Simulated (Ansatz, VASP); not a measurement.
KF in VASP and in Ansatz

```xyz
2
Lattice="0.0000 2.6719 2.6719 2.6719 0.0000 2.6719 2.6719 2.6719 0.0000" Properties=species:S:1:pos:R:3 pbc="T T T"
K     0.0000    0.0000    0.0000
F     2.6719    2.6719    2.6719
```

Alike in both runs: task single point; functional LDA; k mesh 9 × 9 × 9; occupations gaussian, width 0.1 eV; no spin polarisation.

```csv
,VASP,Ansatz
version,VASP 6.6.1,Ansatz 0.2.0
potentials or method,"VASP PAW LDA potentials, release 64 (K_sv, F)",Ansatz PAW
plane-wave cutoff (eV),520,420
valence electrons in the cell,16,16
```

|  | VASP | Ansatz | Ansatz less VASP |
| --- | --- | --- | --- |
| gap on the k mesh at the Fermi level (eV) | 5.79 | 5.81 | +0.016 |
| least direct gap on the mesh (eV) | 5.79 | 5.81 | +0.016 |
| pressure (GPa) | -3.4 | -3.5 | -0.10 |

LDA's correlation is that of Perdew and Zunger in VASP and of Perdew and Wang (1992) in Ansatz.

Noted on Ansatz's run: odd divisions of the mesh miss points on the zone boundary, where band edges often lie, so the gap on the mesh can be too wide.
